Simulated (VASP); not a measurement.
# Ge4MoW (P4/mmm) in VASP: notebook, part 2 of 2

VASP 6.6.1. The steps go on from the part before.

### Step 3. Single point, PBE (16.33 Å³/atom)

This run uses another cell than the first one, of 16.33 Å³/atom.

The input, INCAR:

```
PREC = Accurate
ENCUT = 520
EDIFF = 1E-7
ISMEAR = 0
SIGMA = 0.1
LREAL = False
LASPH = True
NELM = 100
ALGO = Normal
ISIF = 2
LWAVE = False
LCHARG = True
GGA = PE
LELF = True
LVHAR = True
NBANDS = 51
```

The input, KPOINTS:

```
Automatic mesh
0
Gamma
  12 12 6
```

The input, POSCAR:

```
Ge4MoW
1.0
    3.4039394908      0.0000000000      0.0000000000
    0.0000000000      3.4039394908      0.0000000000
    0.0000000000      0.0000000000      8.4572677133
Ge Mo W
4 1 1
Direct
    0.0000000000      0.0000000000      0.6612591830
    0.5000000000      0.5000000000      0.1602654840
    0.0000000000      0.0000000000      0.3387408170
    0.5000000000      0.5000000000      0.8397345160
    0.0000000000      0.0000000000      0.0000000000
    0.5000000000      0.5000000000      0.5000000000
```

Potentials or basis: VASP PAW PBE potentials, release 64 (Ge_d, Mo_sv, W_sv).

Run with:

```console
$ cat potpaw_PBE.64/Ge_d/POTCAR potpaw_PBE.64/Mo_sv/POTCAR potpaw_PBE.64/W_sv/POTCAR > POTCAR
$ mpirun -np 1 vasp_std > vasp.out
```

OUTCAR:

```text
PREC = Accurate
   ENCUT = 520
   EDIFF = 1E-7
   ISMEAR = 0
   LREAL = False
   LASPH = True
   NELM = 100
   ISIF = 2
   GGA = PE

 ion  position               nearest neighbor table
   1  0.000  0.000  0.661-   3 2.73   6 2.77   6 2.77   6 2.77   6 2.77   4 2.84   4 2.84   4 2.84
                             4 2.84   5 2.86
   2  0.500  0.500  0.160-   4 2.71   5 2.76   5 2.76   5 2.76   5 2.76   3 2.84   3 2.84   3 2.84
                             3 2.84   6 2.87
   3  0.000  0.000  0.339-   1 2.73   6 2.77   6 2.77   6 2.77   6 2.77   2 2.84   2 2.84   2 2.84
                             2 2.84   5 2.86
   4  0.500  0.500  0.840-   2 2.71   5 2.76   5 2.76   5 2.76   5 2.76   1 2.84   1 2.84   1 2.84
                             1 2.84   6 2.87
   5  0.000  0.000  0.000-   2 2.76   4 2.76   2 2.76   4 2.76   2 2.76   4 2.76   2 2.76   4 2.76
                             3 2.86   1 2.86
   6  0.500  0.500  0.500-   1 2.77   3 2.77   1 2.77   3 2.77   1 2.77   3 2.77   1 2.77   3 2.77
                             2 2.87   4 2.87

  LATTYP: Found a simple tetragonal cell.
 ALAT       =     3.4039394908
 C/A-ratio  =     2.4845528941

  Lattice vectors:

 A1 = (   3.4039394908,   0.0000000000,   0.0000000000)
 A2 = (   0.0000000000,   3.4039394908,   0.0000000000)
 A3 = (   0.0000000000,   0.0000000000,   8.4572677133)

Analysis of symmetry for initial positions (statically):
=====================================================================
 Subroutine PRICEL returns:
 Original cell was already a primitive cell.

 Routine SETGRP: Setting up the symmetry group for a
 simple tetragonal supercell.

 Subroutine GETGRP returns: Found 16 space group operations
 (whereof 16 operations were pure point group operations)
 out of a pool of 16 trial point group operations.

The static configuration has the point symmetry D_4h.

Analysis of symmetry for dynamics (positions and initial velocities):
=====================================================================
 Subroutine PRICEL returns:
 Original cell was already a primitive cell.
[... 140 lines left out ...]
   LORBIT       =      0    0 simple, 1 ext, 2 COOP (PROOUT), +10 PAW based schemes
   GGA     = PE    functional components
   LHFCALC =     F    Hartree Fock is set to
   AEXX    =    0.0000 exact exchange contribution
   IVDW    =     0    specifies the selected vdW correction
   LEPSILON=     F    determine dielectric tensor
   LRPA    =     F    only Hartree local field effects (RPA)
 non-spin polarized calculation
 Gauss-broadening in eV      SIGMA  =   0.10
  energy-cutoff  :      520.00
  volume of cell :       97.99
 maximum number of plane-waves:      2662
 NGX is ok and might be reduce to    28
   NGX = 13   NGY = 13   NGZ = 31

 number of electron      84.0000037 magnetization

 Free energy of the ion-electron system (eV)
  ---------------------------------------------------
  ext. energy  EPLUGINS =         0.00000000
  ---------------------------------------------------
  free energy    TOTEN  =       -42.00247788 eV

  energy without entropy =      -41.99321265  energy(sigma->0) =      -41.99784527

 E-fermi :   9.2801     XC(G=0): -12.4694

 val. band max:        9.2749826231   @ k =   0.4167   0.0000   0.3333
 cond. band min:       9.2847262947   @ k =   0.0833   0.0000   0.3333
 fundamental gap:      0.0097436716
 Fermi energy:         9.2801305458

 k-point     1 :       0.0000    0.0000    0.0000
  band No.  band energies     occupation
      1     -64.8863      2.00000
      2     -51.6499      2.00000
      3     -29.0640      2.00000
      4     -29.0640      2.00000
      5     -29.0461      2.00000
      6     -25.7276      2.00000
[... 1285 lines left out ...]
     50      13.0169      0.00000
     51      13.3945      0.00000

 [... further k-points ...]

------------------------ aborting loop because EDIFF is reached ----------------------------------------

  FORCE on cell =-STRESS in cart. coord.  units (eV):
  Direction    XX          YY          ZZ          XY          YZ          ZX
  --------------------------------------------------------------------------------------
  -------------------------------------------------------------------------------------
  Total       -5.0392791     -5.0392791     -5.0669462      0.0000000     -0.0000000     -0.0000000
  in kB      -82.3920400    -82.3920400    -82.8443962      0.0000000     -0.0000000     -0.0000000
  external PRESSURE =     -82.5428254 kB  Pullay stress =       0.0000000 kB

 VOLUME and BASIS-vectors are now :
 -----------------------------------------------------------------------------
  energy-cutoff  :      520.00
  volume of cell :       97.99
      direct lattice vectors                 reciprocal lattice vectors
     3.403939491  0.000000000  0.000000000     0.293777255  0.000000000  0.000000000
     0.000000000  3.403939491  0.000000000     0.000000000  0.293777255  0.000000000
     0.000000000  0.000000000  8.457267713     0.000000000  0.000000000  0.118241498

 POSITION                                       TOTAL-FORCE (eV/Angst)
 -----------------------------------------------------------------------------------
      0.00000      0.00000      5.59245         0.000000      0.000000      0.002664
      1.70197      1.70197      1.35541         0.000000      0.000000      0.006531
      0.00000      0.00000      2.86482        -0.000000      0.000000     -0.002664
      1.70197      1.70197      7.10186         0.000000      0.000000     -0.006531
      0.00000      0.00000      0.00000         0.000000      0.000000      0.000000
      1.70197      1.70197      4.22863         0.000000      0.000000      0.000000
 -----------------------------------------------------------------------------------
    total drift:                                0.000000      0.000000      0.000000

  FREE ENERGIE OF THE ION-ELECTRON SYSTEM (eV)
  ---------------------------------------------------
  free  energy   TOTEN  =       -42.0024778803 eV

  energy  without entropy=      -41.9932126521  energy(sigma->0) =      -41.99784527
```

OSZICAR:

```text
N       E                     dE             d eps       ncg     rms          rms(c)
DAV:   1     0.104507079524E+04    0.10451E+04   -0.39375E+04 14659   0.437E+03
DAV:   2     0.141345044006E+03   -0.90373E+03   -0.87597E+03 11928   0.102E+03
DAV:   3    -0.302123368586E+02   -0.17156E+03   -0.16642E+03 11900   0.262E+02
DAV:   4    -0.434457488160E+02   -0.13233E+02   -0.12871E+02 14212   0.728E+01
DAV:   5    -0.438251003898E+02   -0.37935E+00   -0.37641E+00 14104   0.135E+01    0.213E+01
DAV:   6    -0.423702624044E+02    0.14548E+01   -0.98709E+00 15923   0.142E+01    0.529E+00
DAV:   7    -0.421090764694E+02    0.26119E+00   -0.22298E+00 13797   0.891E+00    0.454E+00
DAV:   8    -0.420782108710E+02    0.30866E-01   -0.87239E-01 17016   0.507E+00    0.195E+00
DAV:   9    -0.420030642130E+02    0.75147E-01   -0.32026E-01 16672   0.353E+00    0.497E-01
DAV:  10    -0.420025898070E+02    0.47441E-03   -0.18734E-02 15160   0.165E+00    0.406E-01
DAV:  11    -0.420024341610E+02    0.15565E-03   -0.22199E-03 13819   0.515E-01    0.188E-01
DAV:  12    -0.420024923792E+02   -0.58218E-04   -0.77388E-04 12757   0.239E-01    0.261E-02
DAV:  13    -0.420024744698E+02    0.17909E-04   -0.11453E-04 14205   0.283E-01    0.227E-02
DAV:  14    -0.420024772210E+02   -0.27512E-05   -0.31126E-05 15045   0.718E-02    0.831E-03
DAV:  15    -0.420024779472E+02   -0.72617E-06   -0.61070E-06 13263   0.547E-02    0.279E-03
DAV:  16    -0.420024778803E+02    0.66882E-07   -0.41588E-07 11704   0.262E-02
   1 F= -.42002478E+02 E0= -.41997845E+02  d E =-.926523E-02
```

It took 5.7 min on 1 thread of Intel Xeon 6975P-C (Granite Rapids), shared host; peak memory 0.56 GiB.

Results:

```
Free energy            : -42.0025 eV
Pressure               : -8.3 GPa
Largest force          : 0.007 eV/Å
Band gap on the k mesh : zero (bands 42 and 43 overlap by 1.01 eV)
```

Forces on the atoms (eV/Å):
```
Ge   0.000  0.000  0.003
Ge   0.000  0.000  0.007
Ge   0.000  0.000 -0.003
Ge   0.000  0.000 -0.007
Mo   0.000  0.000  0.000
W    0.000  0.000  0.000
```

Levels at points of the mesh, in eV from the Fermi level:
```tsv
k point	band 39	band 40	band 41	band 42	band 43	band 44	band 45	band 46
(0.00, 0.00, 0.00)	-0.43	-0.43	-0.39	-0.39	0.34	0.66	2.09	2.37
(0.50, 0.00, 0.00)	-2.13	-2.06	-0.24	-0.07	1.51	1.98	1.98	2.28
(0.50, 0.50, 0.00)	-2.53	-2.53	-1.27	-1.27	1.65	1.80	2.10	2.24
(0.00, 0.00, 0.50)	-1.67	-1.67	0.24	0.34	0.51	0.66	1.38	1.38
(0.50, 0.00, 0.50)	-1.98	-1.96	-0.12	0.07	1.62	2.03	2.24	2.57
(0.50, 0.50, 0.50)	-1.96	-1.96	-1.81	-1.81	-0.48	-0.33	1.65	2.24
```

Caveat: the cell stands under tension; spin-orbit coupling is left out, which moves the levels of the heavy elements.

### Step 4. Relaxation of shape and atoms at fixed volume, PBE (14.95 Å³/atom)

This run uses another cell than the first one, of 14.95 Å³/atom.

The input, INCAR:

```
SYSTEM = Ge4MoW
ALGO = Fast
EDIFF = 1E-6
EDIFFG = -0.01
ENCUT = 600
GGA = PE
IBRION = 2
ISIF = 4
ISMEAR = 0
LASPH = .TRUE.
LCHARG = .FALSE.
LREAL = .FALSE.
LWAVE = .FALSE.
NELM = 60
NSW = 50
PREC = Accurate
SIGMA = 0.1
```

The input, KPOINTS:

```
k-points
0
G
  12 12 6
  0 0 0
```

The input, POSCAR:

```
Ge4MoW
1.0
    3.3060190813      0.0000000000      0.0000000000
    0.0000000000      3.3060190813      0.0000000000
    0.0000000000      0.0000000000      8.2044391505
Ge Mo W
4 1 1
Direct
    0.0000000000      0.0000000000      0.6627370000
    0.5000000000      0.5000000000      0.1614470000
    0.0000000000      0.0000000000      0.3372630000
    0.5000000000      0.5000000000      0.8385530000
    0.0000000000      0.0000000000      0.0000000000
    0.5000000000      0.5000000000      0.5000000000
```

Run with:

```console
$ cat potpaw_PBE.64/Ge_d/POTCAR potpaw_PBE.64/Mo_sv/POTCAR potpaw_PBE.64/W_sv/POTCAR > POTCAR
$ mpirun -np 1 vasp_std > vasp.out
```

It took 44 min on 1 thread of Oxide Virtual Turin-like, shared host; peak memory 0.6 GiB.

Results (log left out):

* Free energy: -42.0951 eV
* Energy gained by relaxing: 0.2 meV/atom
* Ionic steps: 5
* Pressure after relaxing: 5.8 GPa
* Band gap on the k mesh: zero (bands 42 and 43 overlap by 1.16 eV)

Forces in eV/Å, atoms in the order of the input:
```
Ge   0.000  0.000 -0.002
Ge   0.000  0.000 -0.002
Ge   0.000  0.000  0.002
Ge   0.000  0.000  0.002
Mo   0.000  0.000  0.000
W    0.000  0.000  0.000
```

Step by step:
| step | energy change (eV) | largest force (eV/Å) | pressure (GPa) | volume (Å³) |
| --- | --- | --- | --- | --- |
| 1 | 0.0000 | 0.1175 | 5.91 | 89.67 |
| 2 | -0.0011 | 0.0018 | 5.81 | 89.67 |
| 3 | -0.0011 | 0.0090 | 5.78 | 89.67 |
| 4 | -0.0011 | 0.0036 | 5.77 | 89.67 |
| 5 | -0.0011 | 0.0021 | 5.77 | 89.67 |

Final structure:
```yaml
crystal:
  lattice:
    - [3.30594, 0.00000, 0.00000]
    - [0.00000, 3.30594, 0.00000]
    - [0.00000, 0.00000, 8.20483]
  atoms:
    - { symbol: Ge, position: [0.00000, 0.00000, 0.66346] }
    - { symbol: Ge, position: [0.50000, 0.50000, 0.16200] }
    - { symbol: Ge, position: [0.00000, 0.00000, 0.33654] }
    - { symbol: Ge, position: [0.50000, 0.50000, 0.83800] }
    - { symbol: Mo, position: [0.00000, 0.00000, 0.00000] }
    - { symbol: W, position: [0.50000, 0.50000, 0.50000] }
```

Levels at points of the mesh, in eV from the Fermi level:
```csv
k point,band 39,band 40,band 41,band 42,band 43,band 44,band 45,band 46
"(0.00, 0.00, 0.00)",-0.53,-0.53,-0.50,-0.50,0.38,0.77,2.61,2.81
"(0.50, 0.00, 0.00)",-2.32,-2.29,-0.35,-0.14,1.68,2.23,2.40,2.72
"(0.50, 0.50, 0.00)",-2.85,-2.85,-1.27,-1.27,1.87,2.12,2.48,2.56
"(0.00, 0.00, 0.50)",-1.94,-1.94,0.39,0.52,0.76,0.77,1.50,1.50
"(0.50, 0.00, 0.50)",-2.31,-2.29,-0.19,0.03,1.83,2.32,2.74,3.14
"(0.50, 0.50, 0.50)",-2.12,-2.12,-1.96,-1.96,-0.38,-0.31,1.87,2.56
```

Caveat: spin-orbit coupling is left out, which moves the levels of the heavy elements.

### Step 5. The runs side by side

```csv
task,cell,cutoff (eV),gap on the mesh (eV),pressure (GPa),largest force (eV/Å)
single point,"a = 3.372, b = 3.372, c = 8.373 Å, 6 atoms, atomic positions A",520,none,-4.3,0.01
single point,"a = 3.404, b = 3.404, c = 8.457 Å, 6 atoms, atomic positions B",520,none,-8.3,0.01
relaxation of shape and atoms at fixed volume,"relaxed from a = 3.306, b = 3.306, c = 8.204 Å, 6 atoms, atomic positions C",600,none,5.8,-
```

Alike in all rows: level PBE; potentials or basis VASP PAW PBE potentials, release 64 (Ge_d, Mo_sv, W_sv); no spin polarisation; k mesh 12 × 12 × 6; smearing gaussian 0.1 eV.

Caveats: spin-orbit coupling is left out, which moves the levels of the heavy elements; the cell stands under tension (at least some runs).

Absolute energies hang on the potentials; compare differences alone.
